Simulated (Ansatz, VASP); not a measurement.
# Two plane-wave programs on Al

Contents of POSCAR:

```
Al
1.0
   -1.5514382228      1.5514382228      1.5912186900
    1.5514382228     -1.5514382228      1.5912186900
    1.5514382228      1.5514382228     -1.5912186900
Al
1
Direct
    0.0000000000      0.0000000000      0.0000000000
```

Contents of INCAR.step1:

```
SYSTEM = Al
ALGO = Normal
EDIFF = 1E-4
ENCUT = 520
GGA = PE
ISMEAR = 0
LASPH = .True.
LCHARG = .False.
LREAL = .False.
LWAVE = .True.
NBANDS = 8
NELM = 80
PREC = Accurate
SIGMA = 0.15
```

INCAR.step2

```
SYSTEM = Al
ALGO = Normal
EDIFF = 1E-6
ENCUT = 520
ISIF = 2
ISMEAR = 0
ISTART = 1
LASPH = .True.
LCHARG = .False.
LMIXTAU = .True.
LREAL = .False.
LWAVE = .False.
METAGGA = R2SCAN
NBANDS = 8
NELM = 80
PREC = Accurate
SIGMA = 0.15
```

The input KPOINTS:

```
k-points
0
Gamma
  20 20 20
  0 0 0
```

Input for Ansatz:

```yaml
crystal:
  lattice:
    - [-1.5514382228, 1.5514382228, 1.59121869]
    - [1.5514382228, -1.5514382228, 1.59121869]
    - [1.5514382228, 1.5514382228, -1.59121869]
  atoms:
    - { symbol: Al, position: [0.0, 0.0, 0.0] }
basis:
  ecutwfc: 500
kpoints:
  mp_grid: { grid: [20, 20, 20] }
hamiltonian:
  xc: r2scan
scf:
  occupations: { method: gaussian, width: 0.15 }
output:
  forces: true
  stress: true
  eigenvalues: true
```

Change from the starting cell: strain -0.025 along x and y, +0.000 along z, atoms carried along.

Alike in both runs: task single point; functional r2SCAN; k mesh 20 × 20 × 20; occupations gaussian, width 0.15 eV; no spin polarisation.

```csv
,VASP,Ansatz
version,VASP 6.6.1,Ansatz 0.2.0
potentials or method,"VASP PAW PBE potentials, release 64 (Al), cutoff 520 eV","scalar-relativistic, plane waves, PAW"
valence electrons in the cell,3,3
```

Ansatz gave:

| Quantity | Value |
| --- | --- |
| gap on the k mesh at the Fermi level (eV) | none |
| pressure (GPa) | 5.2 |
| traceless stress, the component that is largest in VASP (GPa) | 1.17 |

Question: Which values does VASP return?

Answer: gap on the k mesh at the Fermi level (eV): none; pressure (GPa): 4.8; traceless stress, the component that is largest in VASP (GPa): 1.16.

VASP's potentials were made for PBE, not for r2SCAN. A gap of «none» marks a metal or a gap that the smearing closes.
